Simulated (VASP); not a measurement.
# LiF (Fm-3m) in VASP: further runs, part 2 of 2

VASP 6.6.1. Earlier steps stand in the parts before.

### Step 3. Single point, PBE (volume scaled by 0.975)

The input, INCAR:

```
SYSTEM = LiF
PREC = Accurate
ENCUT = 520
EDIFF = 1E-6
ISMEAR = -1
SIGMA = 0.03
LREAL = .False.
LASPH = .True.
NELM = 60
ALGO = Normal
ISIF = 2
LWAVE = .False.
LCHARG = .True.
GGA = PE
LELF = .True.
LVHAR = .True.
NBANDS = 12
```

The input, KPOINTS:

```
regular mesh
0
Gamma
  10 10 10
  0 0 0
```

The input, POSCAR:

```
LiF
1.0
    0.0000000000      1.9970748301      1.9970748301
    1.9970748301      0.0000000000      1.9970748301
    1.9970748301      1.9970748301      0.0000000000
Li F
1 1
Direct
    0.0000000000      0.0000000000      0.0000000000
    0.5000000000      0.5000000000      0.5000000000
```

Potentials or basis: VASP PAW PBE potentials, release 64 (Li_sv, F).

Started as:

```console
$ cat potpaw_PBE.64/Li_sv/POTCAR potpaw_PBE.64/F/POTCAR > POTCAR
$ mpirun -np 1 vasp_std > vasp.out
```

OUTCAR:

```text
SYSTEM = LiF
   PREC = Accurate
   ENCUT = 520
   EDIFF = 1E-6
   ISMEAR = -1
   LREAL = .False.
   LASPH = .True.
   NELM = 60
   ISIF = 2
   GGA = PE

 ion  position               nearest neighbor table
   1  0.000  0.000  0.000-   2 2.00   2 2.00   2 2.00   2 2.00   2 2.00   2 2.00
   2  0.500  0.500  0.500-   1 2.00   1 2.00   1 2.00   1 2.00   1 2.00   1 2.00

  LATTYP: Found a face centered cubic cell.
 ALAT       =     3.9941496602

  Lattice vectors:

 A1 = (   0.0000000000,   1.9970748301,   1.9970748301)
 A2 = (   1.9970748301,   0.0000000000,   1.9970748301)
 A3 = (   1.9970748301,   1.9970748301,   0.0000000000)

Analysis of symmetry for initial positions (statically):
=====================================================================
 Subroutine PRICEL returns:
 Original cell was already a primitive cell.

 Routine SETGRP: Setting up the symmetry group for a
 face centered cubic supercell.

 Subroutine GETGRP returns: Found 48 space group operations
 (whereof 48 operations were pure point group operations)
 out of a pool of 48 trial point group operations.

The static configuration has the point symmetry O_h .

Analysis of symmetry for dynamics (positions and initial velocities):
=====================================================================
 Subroutine PRICEL returns:
 Original cell was already a primitive cell.

 Routine SETGRP: Setting up the symmetry group for a
 face centered cubic supercell.

 Subroutine GETGRP returns: Found 48 space group operations
 (whereof 48 operations were pure point group operations)
 out of a pool of 48 trial point group operations.

The dynamic configuration has the point symmetry O_h .

 Subroutine INISYM returns: Found 48 space group operations
 (whereof 48 operations are pure point group operations),
 and found     1 'primitive' translations

----------------------------------------------------------------------------------------

                                     Primitive cell

  volume of cell :      15.9299

  direct lattice vectors                    reciprocal lattice vectors
     0.000000000  1.997074830  1.997074830    -0.250366182  0.250366182  0.250366182
     1.997074830  0.000000000  1.997074830     0.250366182 -0.250366182  0.250366182
     1.997074830  1.997074830  0.000000000     0.250366182  0.250366182 -0.250366182

  length of vectors
     2.824290310  2.824290310  2.824290310     0.433646947  0.433646947  0.433646947

  position of ions in fractional coordinates (direct lattice)
     0.000000000  0.000000000  0.000000000
     0.500000000  0.500000000  0.500000000

  ion indices of the primitive-cell ions
   primitive index   ion index
                 1           1
                 2           2

----------------------------------------------------------------------------------------

 KPOINTS: regular mesh

Automatic generation of k-mesh.
 Grid dimensions read from file:
 generate k-points for:   10   10   10

 Generating k-lattice:

  Cartesian coordinates                     Fractional coordinates (reciprocal lattice)
    -0.025036618  0.025036618  0.025036618     0.100000000  0.000000000  0.000000000
     0.025036618 -0.025036618  0.025036618     0.000000000  0.100000000  0.000000000
     0.025036618  0.025036618 -0.025036618     0.000000000  0.000000000  0.100000000

  Length of vectors
     0.043364695  0.043364695  0.043364695

  Shift w.r.t. Gamma in fractional coordinates (k-lattice)
     0.000000000  0.000000000  0.000000000

 Subroutine IBZKPT returns following result:
 ===========================================

 Found     47 irreducible k-points:

 Following reciprocal coordinates:
            Coordinates               Weight
  0.000000  0.000000  0.000000      1.000000
  0.100000  0.000000  0.000000      8.000000
  0.200000  0.000000  0.000000      8.000000
  0.300000  0.000000  0.000000      8.000000
  0.400000  0.000000  0.000000      8.000000
  0.500000  0.000000  0.000000      4.000000
[... 16 lines left out ...]
  0.300000  0.300000  0.000000      6.000000
  0.400000  0.300000  0.000000     24.000000
 [... further k-points ...]
   k-points           NKPTS =     47   k-points in BZ     NKDIM =     47   number of bands    NBANDS=     12
   number of dos      NEDOS =    301   number of ions     NIONS =      2
   total plane-waves  NPLWV =  13824
   dimension x,y,z NGX =    24 NGY =   24 NGZ =   24
   dimension x,y,z NGXF=    48 NGYF=   48 NGZF=   48
   ions per type =               1   1
   NGX,Y,Z   is equivalent  to a cutoff of  14.13, 14.13, 14.13 a.u.
   NGXF,Y,Z  is equivalent  to a cutoff of  28.25, 28.25, 28.25 a.u.
 SYSTEM =  LiF
   PREC   = accura    normal or accurate (medium, high low for compatibility)
   ISTART =      0    job   : 0-new  1-cont  2-samecut
   ICHARG =      2    charge: 1-file 2-atom 10-const
   ISPIN  =      1    spin polarized calculation?
   LNONCOLLINEAR =      F non collinear calculations
   LSORBIT =      F    spin-orbit coupling
   LASPH  =      T    aspherical Exc in radial PAW
   ENCUT  =  520.0 eV  38.22 Ry    6.18 a.u.   5.25  5.25  5.25*2*pi/ulx,y,z
   NELM   =     60;   NELMIN=  2; NELMDL= -5     # of ELM steps
   EDIFF  = 0.1E-05   stopping-criterion for ELM
   LREAL  =      F    real-space projection
   EDIFFG = 0.1E-04   stopping-criterion for IOM
   NSW    =      0    number of steps for IOM
   IBRION =     -1    ionic relax: 0-MD 1-quasi-New 2-CG
   NFREE  =      0    steps in history (QN), initial steepest desc. (CG)
   ISIF   =      2    stress and relaxation
   ISYM   =      2    0-nonsym 1-usesym 2-fastsym
   POTIM  = 0.5000    time-step for ionic-motion
   TEBEG  =    0.0;   TEEND  =   0.0 temperature during run
   PSTRESS=    0.0 pullay stress
   NELECT =      10.0000    total number of electrons
   NUPDOWN=      -1.0000    fix difference up-down
   EMIN   =  10.00;   EMAX   =-10.00  energy-range for DOS
   EFERMI =   0.00;   METHOD = LEGACY
   ISMEAR =    -1;   SIGMA  =   0.03  broadening in eV -4-tet -1-fermi 0-gaus
   EFERMI_NEDOS =   21; number of points for ismear=-14 and -15
   IALGO  =     38    algorithm
   IMIX   =      4    mixing-type and parameters
     AMIX     =   0.40;   BMIX     =  1.00
     AMIX_MAG =   1.60;   BMIX_MAG =  1.00
  volume/ion in A,a.u.               =       7.96        53.75
  Fermi-wavevector in a.u.,A,eV,Ry     =   1.401750  2.648923 26.734120  1.964902
  Thomas-Fermi vector in A             =   2.524580
   LORBIT       =      0    0 simple, 1 ext, 2 COOP (PROOUT), +10 PAW based schemes
   GGA     = PE    functional components
   LHFCALC =     F    Hartree Fock is set to
   AEXX    =    0.0000 exact exchange contribution
   IVDW    =     0    specifies the selected vdW correction
   LEPSILON=     F    determine dielectric tensor
   LRPA    =     F    only Hartree local field effects (RPA)
 non-spin polarized calculation
  energy-cutoff  :      520.00
  volume of cell :       15.93
 maximum number of plane-waves:       444
 NGX is ok and might be reduce to    24
   NGX = 11   NGY = 11   NGZ = 11

 number of electron      10.0000000 magnetization

 number of electron       9.9999996 magnetization

 Free energy of the ion-electron system (eV)
  ---------------------------------------------------
  ext. energy  EPLUGINS =         0.00000000
  ---------------------------------------------------
  free energy    TOTEN  =        -9.62949836 eV

  energy without entropy =       -9.62949836  energy(sigma->0) =       -9.62949836

 E-fermi :  -0.1778     XC(G=0): -10.1065

 val. band max:       -0.8627863315   @ k =   0.0000   0.0000   0.0000
 cond. band min:       8.4589871736   @ k =   0.0000   0.0000   0.0000
 fundamental gap:      9.3217735051
 Fermi energy:        -0.1778076729

 k-point     1 :       0.0000    0.0000    0.0000
  band No.  band energies     occupation
      1     -41.7280      2.00000
      2     -20.9071      2.00000
      3      -0.8628      2.00000
      4      -0.8628      2.00000
      5      -0.8628      2.00000
      6       8.4590      0.00000
      7      23.4418      0.00000
      8      23.4418      0.00000
      9      23.4418      0.00000
     10      23.7121      0.00000
     11      23.7121      0.00000
     12      23.7121      0.00000
[... 331 lines left out ...]
 k-point    24 :       0.4000    0.3000    0.0000
  band No.  band energies     occupation
      1     -41.6614      2.00000
      2     -20.3533      2.00000
      3      -3.2582      2.00000
      4      -1.7681      2.00000
      5      -1.6523      2.00000
      6      12.4577      0.00000
      7      16.0845      0.00000
      8      17.9474      0.00000
      9      19.5816      0.00000
     10      20.6497      0.00000
     11      33.6404      0.00000
     12      34.5017      0.00000

 [... further k-points ...]
[... 5 lines left out ...]
  --------------------------------------------------------------------------------------
  -------------------------------------------------------------------------------------
  Total        0.3655742      0.3655742      0.3655742      0.0000000      0.0000000     -0.0000000
  in kB       36.7682644     36.7682644     36.7682644      0.0000000      0.0000000     -0.0000000
  external PRESSURE =      36.7682644 kB  Pullay stress =       0.0000000 kB

 VOLUME and BASIS-vectors are now :
 -----------------------------------------------------------------------------
  energy-cutoff  :      520.00
  volume of cell :       15.93
      direct lattice vectors                 reciprocal lattice vectors
     0.000000000  1.997074830  1.997074830    -0.250366182  0.250366182  0.250366182
     1.997074830  0.000000000  1.997074830     0.250366182 -0.250366182  0.250366182
     1.997074830  1.997074830  0.000000000     0.250366182  0.250366182 -0.250366182

 POSITION                                       TOTAL-FORCE (eV/Angst)
 -----------------------------------------------------------------------------------
      0.00000      0.00000      0.00000        -0.000000      0.000000      0.000000
      1.99707      1.99707      1.99707         0.000000     -0.000000     -0.000000
 -----------------------------------------------------------------------------------
    total drift:                               -0.000000     -0.000000      0.000000

  FREE ENERGIE OF THE ION-ELECTRON SYSTEM (eV)
  ---------------------------------------------------
  free  energy   TOTEN  =        -9.6294983600 eV

  energy  without entropy=       -9.6294983600  energy(sigma->0) =       -9.62949836
```

OSZICAR:

```text
N       E                     dE             d eps       ncg     rms          rms(c)
DAV:   1     0.302526298693E+02    0.30253E+02   -0.54327E+03  1192   0.847E+02
DAV:   2    -0.919443329035E+01   -0.39447E+02   -0.38760E+02  1344   0.186E+02
DAV:   3    -0.101320346673E+02   -0.93760E+00   -0.93581E+00  1516   0.251E+01
DAV:   4    -0.101399371390E+02   -0.79025E-02   -0.79021E-02  1296   0.240E+00
DAV:   5    -0.101400206920E+02   -0.83553E-04   -0.83553E-04  1504   0.191E-01    0.454E+00
DAV:   6    -0.961837439585E+01    0.52165E+00   -0.24524E+00  1264   0.980E+00    0.137E+00
DAV:   7    -0.962271515211E+01   -0.43408E-02   -0.19099E-02  1504   0.121E+00    0.855E-01
DAV:   8    -0.962940169434E+01   -0.66865E-02   -0.14650E-02  1376   0.126E+00    0.110E-01
DAV:   9    -0.962941983172E+01   -0.18137E-04   -0.93145E-04  1320   0.276E-01    0.425E-02
DAV:  10    -0.962949550085E+01   -0.75669E-04   -0.12738E-04  1280   0.888E-02    0.154E-02
DAV:  11    -0.962949754341E+01   -0.20426E-05   -0.61904E-06  1388   0.232E-02    0.240E-03
DAV:  12    -0.962949836002E+01   -0.81662E-06   -0.47348E-07  1284   0.584E-03
   1 F= -.96294984E+01 E0= -.96294984E+01  d E =-.499976E-11
```

stdout:

```text
POSCAR found type information on POSCAR LiF
 POSCAR found :  2 types and       2 ions
 scaLAPACK will be used
 LDA part: xc-table for (Slater+PW92), standard interpolation
 POSCAR, INCAR and KPOINTS ok, starting setup
 FFT: planning ... GRIDC
 FFT: planning ... GRID_SOFT
 FFT: planning ... GRID
 WAVECAR not read
 entering main loop
```

Wall time 3.9 s (1 thread of Intel Xeon 6975P-C (Granite Rapids), shared host); peak memory 0.13 GiB.

What came out:

```
Free energy            : -9.6295 eV
Band gap on the k mesh : 9.32 eV, direct
```

Caveat: the cutoff is under 1.25 times the usual one of these potentials, so pressure, stress and relaxed cells hold a basis-set (Pulay) error. A k mesh can miss the band edges.

### Step 4. Single point, PBE (volume scaled by 1.025)

The input, INCAR:

```
SYSTEM = LiF
PREC     = Accurate       ! precision mode
ENCUT    = 520            ! plane-wave cutoff, eV
EDIFF    = 1E-6           ! SCF threshold, eV
ISMEAR   = -1             ! smearing method
SIGMA    = 0.03           ! smearing width, eV
LREAL    = .FALSE.        ! projectors in reciprocal space
LASPH    = .TRUE.         ! aspherical terms in the spheres
NELM     = 60             ! most SCF steps
ALGO     = Normal         ! electronic algorithm
ISIF     = 2              ! what is computed and relaxed
LWAVE    = .FALSE.        ! write WAVECAR
LCHARG   = .FALSE.        ! write CHGCAR
GGA      = PE             ! functional
NBANDS   = 12             ! bands
```

The input, KPOINTS:

```
Automatic mesh
0
G
  10 10 10
  0 0 0
```

The input, POSCAR:

```
LiF
1.0
    0.0000000000      2.0306453829      2.0306453829
    2.0306453829      0.0000000000      2.0306453829
    2.0306453829      2.0306453829      0.0000000000
Li F
1 1
Direct
    0.0000000000      0.0000000000      0.0000000000
    0.5000000000      0.5000000000      0.5000000000
```

Started as:

```console
$ cat potpaw_PBE.64/Li_sv/POTCAR potpaw_PBE.64/F/POTCAR > POTCAR
$ mpirun -np 1 vasp_std > vasp.out
```

Run time: 3.7 s. Hardware: 1 thread of Intel Xeon 6975P-C (Granite Rapids), shared host; peak memory 0.13 GiB.

It converged, with:

* Free energy: -9.6408 eV
* Band gap on the k mesh: 8.87 eV, direct

Levels at points of the mesh, in eV from the valence-band top:
| k point | band 1 | band 2 | band 3 | band 4 | band 5 | band 6 | band 7 | band 8 | band 9 | band 10 |
| --- | --- | --- | --- | --- | --- | --- | --- | --- | --- | --- |
| (0.00, 0.00, 0.00) | -40.98 | -19.91 | 0.00 | 0.00 | 0.00 | 8.87 | 23.64 | 23.64 | 23.64 | 24.08 |
| (0.50, 0.00, 0.00) | -40.93 | -19.49 | -2.44 | -0.22 | -0.22 | 10.64 | 16.45 | 18.70 | 18.70 | 29.92 |
| (0.50, 0.50, 0.00) | -40.91 | -19.24 | -2.90 | -0.96 | -0.96 | 14.58 | 16.36 | 17.15 | 19.95 | 19.95 |

Caveat: the cutoff is under 1.25 times the usual one of these potentials, so pressure, stress and relaxed cells hold a basis-set (Pulay) error.

### Step 5. Single point, PBE (volume scaled by 1.05)

The input, INCAR:

```
ALGO = Normal
EDIFF = 1E-6
ENCUT = 520
GGA = PE
ISIF = 2
ISMEAR = -1
LASPH = T
LCHARG = F
LREAL = F
LWAVE = F
NBANDS = 12
NELM = 80
PREC = Accurate
SIGMA = 0.03
```

The input, KPOINTS:

```
k-points
0
Gamma
  10 10 10
```

The input, POSCAR:

```
LiF
1.0
    0.0000000000      2.0470222626      2.0470222626
    2.0470222626      0.0000000000      2.0470222626
    2.0470222626      2.0470222626      0.0000000000
Li F
1 1
Direct
    0.0000000000      0.0000000000      0.0000000000
    0.5000000000      0.5000000000      0.5000000000
```

Started as:

```console
$ cat potpaw_PBE.64/Li_sv/POTCAR potpaw_PBE.64/F/POTCAR > POTCAR
$ mpirun -np 1 vasp_std > vasp.out
```

Run time: 3.9 s. Hardware: 1 thread of Intel Xeon 6975P-C (Granite Rapids), shared host; peak memory 0.13 GiB.

The run converged. Its results:

| Property | Result |
| --- | --- |
| Free energy | -9.6396 eV |
| Band gap on the k mesh | 8.67 eV, direct |

Levels at points of the mesh, in eV from the valence-band top:
```
           k point  band 2  band 3  band 4  band 5  band 6  band 7  band 8  band 9
(0.00, 0.00, 0.00)  -19.84    0.00    0.00    0.00    8.67   23.33   23.33   23.33
(0.50, 0.00, 0.00)  -19.45   -2.37   -0.21   -0.21   10.52   16.17   18.51   18.51
(0.50, 0.50, 0.00)  -19.21   -2.80   -0.93   -0.93   14.36   16.24   16.87   19.67
```

Caveat: the cutoff is under 1.25 times the usual one of these potentials, so pressure, stress and relaxed cells hold a basis-set (Pulay) error.

### Step 6. Overview

| cell | gap on the mesh (eV) |
| --- | --- |
| a = 2.800 Å, angles 60.0°, 2 atoms | 9.56 |
| a = 2.824 Å, angles 60.0°, 2 atoms | 9.32 |
| a = 2.872 Å, angles 60.0°, 2 atoms | 8.87 |
| a = 2.895 Å, angles 60.0°, 2 atoms | 8.67 |

Alike in all rows: task single point; level PBE; potentials or basis VASP PAW PBE potentials, release 64 (Li_sv, F); no spin polarisation; k mesh 10 × 10 × 10; cutoff (eV) 520; smearing fermi-dirac 0.03 eV.

Caveats: the cutoff is under 1.25 times the usual one of these potentials, so pressure, stress and relaxed cells hold a basis-set (Pulay) error.

Total energies depend on the potentials used, so only differences within one code and one set of settings carry meaning.
